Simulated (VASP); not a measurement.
Wanted: the native input for a VASP 6.6.1 run.

| Quantity | Value |
| --- | --- |
| Task | single point |
| Functional | LDA |
| Potentials or basis | VASP PAW LDA potentials, release 64 (Mo_sv, Pd_sv_GW) |
| Cutoff | 540 eV |
| k mesh | 7 × 7 × 4, shifted |
| Occupations | fermi-dirac, width 0.1 eV |
| Spin | no spin polarisation |
| Dipole correction | no |
| Second run | valence_matched |
| Further INCAR settings | ALGO = Normal; EDIFF = 1e-06; NBANDS = 23; ISYM = 0 |

The structure of MoPd lies in POSCAR:

```
MoPd
1.0
    2.7938960000      0.0000000000      0.0000000000
   -1.3969480000      2.4195850000      0.0000000000
    0.0000000000      0.0000000000      4.5663710000
Mo Pd
1 1
Direct
    0.6666666667      0.3333333333      0.5000000000
    0.3333333333      0.6666666667      0.0000000000
```

The input as run:

INCAR

```
ALGO     = Normal         # electronic algorithm
EDIFF    = 1E-6           # SCF threshold, eV
ENCUT    = 540            # plane-wave cutoff, eV
GGA      = CA             # functional
GGA_COMPAT= False        
ISIF     = 2              # what is computed and relaxed
ISMEAR   = -1             # smearing method
ISYM     = 0            
LASPH    = True           # aspherical terms in the spheres
LCHARG   = False          # write CHGCAR
LREAL    = False          # projectors in reciprocal space
LWAVE    = False          # write WAVECAR
NBANDS   = 23             # bands
NELM     = 120            # most SCF steps
PREC     = Accurate       # precision mode
SIGMA    = 0.1            # smearing width, eV
```

KPOINTS

```
Automatic mesh
0
Gamma
  7 7 4
  0.5 0.5 0.5
```

Potentials or basis: VASP PAW LDA potentials, release 64 (Mo_sv, Pd_sv_GW).

Run with:

```bash
$ cat potpaw_LDA.64/Mo_sv/POTCAR potpaw_LDA.64/Pd_sv_GW/POTCAR > POTCAR
$ mpirun -np 1 vasp_std > vasp.out
```

Results of the run:

```json
{"Pressure": "-16.1 GPa", "Band gap on the k mesh": "zero (band 16 reaches 11.45 eV, above the bottom of band 17 at 9.78 eV)"}
```

Caveat: the k points lie up to 0.37 Å⁻¹ apart.

Wall time 110 s on 1 thread of Intel(R) Xeon(R) 6975P-C (Granite Rapids), on a shared host, peak memory 0.37 GiB.
